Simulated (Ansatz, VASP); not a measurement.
Pd: VASP beside Ansatz

```
Pd
1.0
     2.74854    0.00000    0.00000
    -1.37427    2.38031    0.00000
     0.00000    0.00000    4.59752
Pd
2
Cartesian
  0.0000 1.5869 1.1494
  1.3743 0.7934 3.4481
```

Alike in both runs: functional r2SCAN; k mesh 13 × 13 × 7; occupations fermi-dirac, width 0.05 eV; collinear spin.

Ansatz relaxed the structure, and its values are those at the end. VASP's run is a single point on that final structure, the one shown.

|  | VASP | Ansatz |
| --- | --- | --- |
| version | VASP 6.6.1 | Ansatz 0.2.0 |
| potentials or method | VASP PAW PBE potentials, release 64 (Pd), cutoff 520 eV | plane waves (500 eV) with PAW, scalar-relativistic |
| valence electrons in the cell | 20 | 36 |

|  | VASP | Ansatz | Ansatz less VASP |
| --- | --- | --- | --- |
| pressure (GPa) | 0.2 | 0.0 | -0.20 |
| net moment per atom (μB) | 0.00 | 0.39 | +0.387 |
| size of the moment on the site where the two differ most (μB) | 0.00 | 0.41 | +0.406 |

The net moments are unlike, so the other rows may belong to different states. VASP's potentials were made for PBE, not for r2SCAN. Site moments also hang on the region over which each program counts them. VASP's potentials hold 20 valence electrons a cell and Ansatz's 36, so a difference there can come from the potentials and not from the codes. Ansatz's warnings: seeded moment not kept.
